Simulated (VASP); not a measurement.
Write the native input for VASP 6.6.1 that does the following.

| Quantity | Value |
| --- | --- |
| Task | single point |
| Functional | PBE |
| Potentials or basis | VASP PAW PBE potentials, release 64 (Fe) |
| Cutoff | 600 eV |
| k mesh | 13 × 13 × 13 |
| Occupations | fermi-dirac, width 0.05 eV |
| Spin | collinear spin, antiferromagnetic start |
| Starting moments | [2.14, -2.14] μB |
| Dipole correction | no |
| Further INCAR settings | ALGO = Normal; EDIFF = 1e-06; NBANDS = 19 |

The structure of Fe lies in POSCAR:

```
Fe
1.0
    0.0000000000      2.3726450169      2.3726450169
    2.3726450169      0.0000000000      2.3726450169
    2.3726450169      2.3726450169      0.0000000000
Fe
2
Direct
    0.0000000000      0.0000000000      0.0000000000
    0.5000000000      0.5000000000      0.5000000000
```

This isn't the form of Fe at room conditions, which is bcc.

One way to write it, as run:

INCAR

```
SYSTEM = Fe
ALGO = Normal
EDIFF = 1E-6
ENCUT = 600
GGA = PE
GGA_COMPAT = .FALSE.
ISIF = 2
ISMEAR = -1
ISPIN = 2
LASPH = .TRUE.
LCHARG = .FALSE.
LMAXMIX = 4
LORBIT = 11
LREAL = .FALSE.
LWAVE = .FALSE.
MAGMOM = 2.14 -2.14
NBANDS = 19
NELM = 200
PREC = Accurate
SIGMA = 0.05
```

KPOINTS

```
k-points
0
G
  13 13 13
  0 0 0
```

Potentials or basis: VASP PAW PBE potentials, release 64 (Fe).

Command:

```bash
$ cat potpaw_PBE.64/Fe/POTCAR > POTCAR
$ mpirun -np 1 vasp_std > vasp.out
```

Results of the run:

The pressure is -0.6 GPa, the band gap on the k mesh is zero (filled and empty bands overlap) and the net moment is 0.00 μB per cell. The site moments are Fe +2.22, -2.22 μB and the valence electrons inside the program's atomic spheres are Fe 7.15.

Caveat: the antiferromagnetic order is the one typed at the start, and another may lie lower.

Wall time 100 s on 1 thread of Intel Xeon 6975P-C, on a shared host, peak memory 0.22 GiB.
